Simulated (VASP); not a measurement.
# TaN (I4/mmm) in VASP: single point with r2SCAN

Aim: the single point of TaN with r2SCAN.

Everything below comes from runs of VASP 6.6.1. Logs are shortened: lines on timing, memory, paths and dates and some standing lists are left out, and cuts for length are marked.

## 1. The cell of the first run

Symmetry: I4/mmm, No. 139, tetragonal system. The conventional cell has a = 3.109 Å, b = 3.109 Å, c = 4.199 Å, α = 90.00°, β = 90.00°, γ = 90.00°. Within 2.8 Å of Ta (site symmetry 4/mmm) lie 6 N at 2.10 to 2.20 Å. Within 2.8 Å of N (site symmetry 4/mmm) lie 6 Ta at 2.10 to 2.20 Å.

## 2. Single point, r2SCAN (strain along c alone, the other axes held: -4.5 %)

File POSCAR:

```
TaN
1.0
    2.1982663152      2.1982663152      0.0000000000
   -2.1982663152      2.1982663152      0.0000000000
    0.0000000000      0.0000000000      4.1986886621
Ta N
2 2
Direct
    0.5000000000      0.5000000000      0.0000000000
    0.0000000000      0.0000000000      0.5000000000
    0.0000000000      0.0000000000      0.0000000000
    0.5000000000      0.5000000000      0.5000000000
```

File INCAR.step1:

```
  ALGO = Normal
  EDIFF = 1E-4
  ENCUT = 520
  GGA = PE
  ISMEAR = 0
  LASPH = T
  LCHARG = F
  LREAL = F
  LWAVE = T
  NBANDS = 24
  NELM = 100
  PREC = Accurate
  SIGMA = 0.1
```

File INCAR.step2:

```
  ALGO = Normal
  EDIFF = 1E-7
  ENCUT = 520
  ISIF = 2
  ISMEAR = 0
  ISTART = 1
  LASPH = T
  LCHARG = T
  LELF = T
  LMIXTAU = T
  LREAL = F
  LVHAR = T
  LWAVE = F
  METAGGA = R2SCAN
  NBANDS = 24
  NELM = 100
  PREC = Accurate
  SIGMA = 0.1
```

File KPOINTS:

```
k-points
0
Gamma
  16 16 12
```

Potentials or basis: VASP PAW PBE potentials, release 64 (Ta_pv, N).

Run with:

```
$ cat potpaw_PBE.64/Ta_pv/POTCAR potpaw_PBE.64/N/POTCAR > POTCAR
$ cp INCAR.step1 INCAR
$ mpirun -np 1 vasp_std > vasp.out
$ cp INCAR.step2 INCAR
$ mpirun -np 1 vasp_std > vasp.out
```

OUTCAR:

```text
EDIFF = 1E-7
   ENCUT = 520
   ISIF = 2
   ISMEAR = 0
   ISTART = 1
   LASPH = T
   LREAL = F
   METAGGA = R2SCAN
   NELM = 100
   PREC = Accurate

 ion  position               nearest neighbor table
   1  0.500  0.500  0.000-   4 2.10   4 2.10   3 2.20   3 2.20   3 2.20   3 2.20   2 3.04   2 3.04
                             2 3.04   2 3.04   2 3.04   2 3.04   2 3.04   2 3.04
   2  0.000  0.000  0.500-   3 2.10   3 2.10   4 2.20   4 2.20   4 2.20   4 2.20   1 3.04   1 3.04
                             1 3.04   1 3.04   1 3.04   1 3.04   1 3.04   1 3.04
   3  0.000  0.000  0.000-   2 2.10   2 2.10   1 2.20   1 2.20   1 2.20   1 2.20
   4  0.500  0.500  0.500-   1 2.10   1 2.10   2 2.20   2 2.20   2 2.20   2 2.20

  LATTYP: Found a simple tetragonal cell.
 ALAT       =     3.1088180367
 C/A-ratio  =     1.3505739521

  Lattice vectors:

 A1 = (   2.1982663152,   2.1982663152,   0.0000000000)
 A2 = (  -2.1982663152,   2.1982663152,   0.0000000000)
 A3 = (   0.0000000000,   0.0000000000,   4.1986886621)

Analysis of symmetry for initial positions (statically):
=====================================================================
 Subroutine PRICEL returns following result:

  LATTYP: Found a body centered tetragonal cell.
 ALAT       =     3.1088180367
 C/A-ratio  =     1.3505739521

  Lattice vectors:

 A1 = (   0.0000000000,  -2.1982663152,  -2.0993443311)
 A2 = (   0.0000000000,   2.1982663152,  -2.0993443310)
 A3 = (   2.1982663152,   0.0000000000,   2.0993443311)

   2 primitive cells build up your supercell.

 Routine SETGRP: Setting up the symmetry group for a
 simple tetragonal supercell.

 Subroutine GETGRP returns: Found 16 space group operations
 (whereof 16 operations were pure point group operations)
 out of a pool of 16 trial point group operations.

The static configuration has the point symmetry D_4h.

Analysis of symmetry for dynamics (positions and initial velocities):
=====================================================================
 Subroutine PRICEL returns following result:

  LATTYP: Found a body centered tetragonal cell.
 ALAT       =     3.1088180367
 C/A-ratio  =     1.3505739521

  Lattice vectors:

 A1 = (   0.0000000000,  -2.1982663152,  -2.0993443311)
 A2 = (   0.0000000000,   2.1982663152,  -2.0993443310)
 A3 = (   2.1982663152,   0.0000000000,   2.0993443311)

   2 primitive cells build up your supercell.

 Routine SETGRP: Setting up the symmetry group for a
 simple tetragonal supercell.

 Subroutine GETGRP returns: Found 16 space group operations
 (whereof 16 operations were pure point group operations)
 out of a pool of 16 trial point group operations.

The dynamic configuration has the point symmetry D_4h.

 Subroutine INISYM returns: Found 16 space group operations
 (whereof 16 operations are pure point group operations),
 and found     2 'primitive' translations

----------------------------------------------------------------------------------------

                                     Primitive cell

  volume of cell :      20.2896

  direct lattice vectors                    reciprocal lattice vectors
     0.000000000 -2.198266315 -2.099344331     0.227451968 -0.227451968 -0.238169600
     0.000000000  2.198266315 -2.099344331     0.227451968  0.227451968 -0.238169600
     2.198266315  0.000000000  2.099344331     0.454903936  0.000000000  0.000000000

  length of vectors
     3.039674557  3.039674557  3.039674557     0.400241870  0.400241870  0.454903936

  position of ions in fractional coordinates (direct lattice)
     0.500000000  0.500000000  0.000000000
     0.000000000  0.000000000  0.000000000

  ion indices of the primitive-cell ions
   primitive index   ion index
                 1           1
                 2           4

----------------------------------------------------------------------------------------

 KPOINTS: k-points

Automatic generation of k-mesh.
 Grid dimensions read from file:
 generate k-points for:   16   16   12

 Generating k-lattice:

  Cartesian coordinates                     Fractional coordinates (reciprocal lattice)
     0.014215748  0.014215748  0.000000000     0.062500000  0.000000000  0.000000000
    -0.014215748  0.014215748  0.000000000     0.000000000  0.062500000  0.000000000
     0.000000000  0.000000000  0.019847467     0.000000000  0.000000000  0.083333333

  Length of vectors
     0.020104104  0.020104104  0.019847467

  Shift w.r.t. Gamma in fractional coordinates (k-lattice)
     0.000000000  0.000000000  0.000000000

 Subroutine IBZKPT returns following result:
 ===========================================

 Found    315 irreducible k-points:

 Following reciprocal coordinates:
            Coordinates               Weight
  0.000000  0.000000  0.000000      1.000000
  0.062500  0.000000  0.000000      4.000000
  0.125000  0.000000  0.000000      4.000000
  0.187500  0.000000  0.000000      4.000000
  0.250000  0.000000  0.000000      4.000000
  0.312500  0.000000  0.000000      4.000000
[... 16 lines left out ...]
  0.437500  0.125000  0.000000      8.000000
  0.500000  0.125000  0.000000      4.000000
 [... further k-points ...]
   k-points           NKPTS =    315   k-points in BZ     NKDIM =    315   number of bands    NBANDS=     24
   number of dos      NEDOS =    301   number of ions     NIONS =      4
   total plane-waves  NPLWV =  18432
   dimension x,y,z NGX =    24 NGY =   24 NGZ =   32
   dimension x,y,z NGXF=    48 NGYF=   48 NGZF=   64
   ions per type =               2   2
   NGX,Y,Z   is equivalent  to a cutoff of  12.83, 12.83, 12.67 a.u.
   NGXF,Y,Z  is equivalent  to a cutoff of  25.67, 25.67, 25.34 a.u.
 SYSTEM =  unknown system
   PREC   = accura    normal or accurate (medium, high low for compatibility)
   ISTART =      1    job   : 0-new  1-cont  2-samecut
   ICHARG =      0    charge: 1-file 2-atom 10-const
   ISPIN  =      1    spin polarized calculation?
   LNONCOLLINEAR =      F non collinear calculations
   LSORBIT =      F    spin-orbit coupling
   LASPH  =      T    aspherical Exc in radial PAW
   ENCUT  =  520.0 eV  38.22 Ry    6.18 a.u.   5.78  5.78  7.81*2*pi/ulx,y,z
   NELM   =    100;   NELMIN=  2; NELMDL=  0     # of ELM steps
   EDIFF  = 0.1E-06   stopping-criterion for ELM
   LREAL  =      F    real-space projection
   EDIFFG = 0.1E-05   stopping-criterion for IOM
   NSW    =      0    number of steps for IOM
   IBRION =     -1    ionic relax: 0-MD 1-quasi-New 2-CG
   NFREE  =      0    steps in history (QN), initial steepest desc. (CG)
   ISIF   =      2    stress and relaxation
   ISYM   =      2    0-nonsym 1-usesym 2-fastsym
   POTIM  = 0.5000    time-step for ionic-motion
   TEBEG  =    0.0;   TEEND  =   0.0 temperature during run
   PSTRESS=    0.0 pullay stress
   NELECT =      32.0000    total number of electrons
   NUPDOWN=      -1.0000    fix difference up-down
   EMIN   =  10.00;   EMAX   =-10.00  energy-range for DOS
   EFERMI =   0.00;   METHOD = LEGACY
   ISMEAR =     0;   SIGMA  =   0.10  broadening in eV -4-tet -1-fermi 0-gaus
   EFERMI_NEDOS =   21; number of points for ismear=-14 and -15
   IALGO  =     38    algorithm
   IMIX   =      4    mixing-type and parameters
     AMIX     =   0.40;   BMIX     =  1.00
     AMIX_MAG =   1.60;   BMIX_MAG =  1.00
  volume/ion in A,a.u.               =      10.14        68.46
  Fermi-wavevector in a.u.,A,eV,Ry     =   1.512481  2.858176 31.124690  2.287600
  Thomas-Fermi vector in A             =   2.622400
   LORBIT       =      0    0 simple, 1 ext, 2 COOP (PROOUT), +10 PAW based schemes
   METAGGA = R2SCAN    functional components
   LHFCALC =     F    Hartree Fock is set to
   AEXX    =    0.0000 exact exchange contribution
   IVDW    =     0    specifies the selected vdW correction
   LEPSILON=     F    determine dielectric tensor
   LRPA    =     F    only Hartree local field effects (RPA)
 non-spin polarized calculation
 Gauss-broadening in eV      SIGMA  =   0.10
  energy-cutoff  :      520.00
  volume of cell :       40.58
 maximum number of plane-waves:      1124
 NGX is ok and might be reduce to    24
   NGX = 11   NGY = 11   NGZ = 15

 number of electron      32.0000001 magnetization

 Free energy of the ion-electron system (eV)
  ---------------------------------------------------
  ext. energy  EPLUGINS =         0.00000000
  ---------------------------------------------------
  free energy    TOTEN  =      -118.98696319 eV

  energy without entropy =     -118.98033822  energy(sigma->0) =     -118.98365071

 E-fermi :  10.1500     XC(G=0): -14.7548

 val. band max:       10.1471754816   @ k =   0.3750   0.0625   0.3333
 cond. band min:      10.1503574988   @ k =   0.4375   0.0625   0.0000
 fundamental gap:      0.0031820172
 Fermi energy:        10.1500364378

 k-point     1 :       0.0000    0.0000    0.0000
  band No.  band energies     occupation
      1     -27.7746      2.00000
      2     -27.2895      2.00000
      3     -27.2895      2.00000
      4     -26.8985      2.00000
      5     -26.8985      2.00000
      6     -26.8870      2.00000
[... 16 lines left out ...]
     23      13.9775      0.00000
     24      13.9775      0.00000

 k-point     2 :       0.0625    0.0000    0.0000
  band No.  band energies     occupation
      1     -27.7649      2.00000
      2     -27.3050      2.00000
      3     -27.2835      2.00000
      4     -26.9229      2.00000
      5     -26.8998      2.00000
      6     -26.8942      2.00000
[... 16 lines left out ...]
     23      13.8652      0.00000
     24      13.8978      0.00000

 k-point     3 :       0.1250    0.0000    0.0000
  band No.  band energies     occupation
      1     -27.7363      2.00000
      2     -27.3484      2.00000
      3     -27.2659      2.00000
      4     -26.9921      2.00000
      5     -26.9156      2.00000
      6     -26.9041      2.00000
[... 16 lines left out ...]
     23      13.5609      0.00000
     24      13.6648      0.00000
[... 514 lines left out ...]
 k-point    23 :       0.4375    0.1250    0.0000
  band No.  band energies     occupation
      1     -27.6158      2.00000
      2     -27.5546      2.00000
      3     -27.3727      2.00000
      4     -27.2115      2.00000
      5     -27.1115      2.00000
      6     -27.0366      2.00000
[... 16 lines left out ...]
     23      15.6634      0.00000
     24      17.0501      0.00000

 k-point    24 :       0.5000    0.1250    0.0000
  band No.  band energies     occupation
      1     -27.6029      2.00000
      2     -27.6029      2.00000
      3     -27.2908      2.00000
      4     -27.2908      2.00000
      5     -27.0715      2.00000
      6     -27.0715      2.00000
[... 16 lines left out ...]
     23      16.5892      0.00000
     24      16.5892      0.00000

 [... further k-points ...]

------------------------ aborting loop because EDIFF is reached ----------------------------------------

  FORCE on cell =-STRESS in cart. coord.  units (eV):
  Direction    XX          YY          ZZ          XY          YZ          ZX
  --------------------------------------------------------------------------------------
  -------------------------------------------------------------------------------------
  Total        2.4402196      2.4402196     11.9503918      0.0000000      0.0000000     -0.0000000
  in kB       96.3463400     96.3463400    471.8331481      0.0000000      0.0000000     -0.0000000
  external PRESSURE =     221.5086093 kB  Pullay stress =       0.0000000 kB

 VOLUME and BASIS-vectors are now :
 -----------------------------------------------------------------------------
  energy-cutoff  :      520.00
  volume of cell :       40.58
      direct lattice vectors                 reciprocal lattice vectors
     2.198266315  2.198266315  0.000000000     0.227451968  0.227451968  0.000000000
    -2.198266315  2.198266315  0.000000000    -0.227451968  0.227451968  0.000000000
     0.000000000  0.000000000  4.198688662     0.000000000  0.000000000  0.238169600

 POSITION                                       TOTAL-FORCE (eV/Angst)
 -----------------------------------------------------------------------------------
      0.00000      2.19827      0.00000         0.000000      0.000000      0.000000
      0.00000      0.00000      2.09934        -0.000000      0.000000      0.000000
      0.00000      0.00000      0.00000        -0.000000     -0.000000      0.000000
      0.00000      2.19827      2.09934         0.000000     -0.000000     -0.000000
 -----------------------------------------------------------------------------------
    total drift:                                0.000000     -0.000000     -0.000000

  FREE ENERGIE OF THE ION-ELECTRON SYSTEM (eV)
  ---------------------------------------------------
  free  energy   TOTEN  =      -118.9869631947 eV

  energy  without entropy=     -118.9803382232  energy(sigma->0) =     -118.98365071
```

Wall time 8.8 min (1 thread of Intel Xeon Platinum 8259CL at 2.50GHz (Skylake/Cascade Lake), shared host); peak memory 0.36 GiB.

What came out:

```
Free energy            : -118.9870 eV
Pressure               : 22.2 GPa
Band gap on the k mesh : zero (bands 16 and 17 overlap by 4.35 eV)
```

Stress tensor (GPa, compression positive):
```
 9.63  0.00  0.00
 0.00  9.63  0.00
 0.00  0.00 47.18
```

Caveat: the cell differs from its parent crystal (strain along c alone, the other axes held: -4.5 %); the stress differs along the axes, from 10 to 47 GPa; the PAW data sets were made with another functional, which shifts forces and pressure a little; spin-orbit coupling is left out, which moves the levels of the heavy elements.
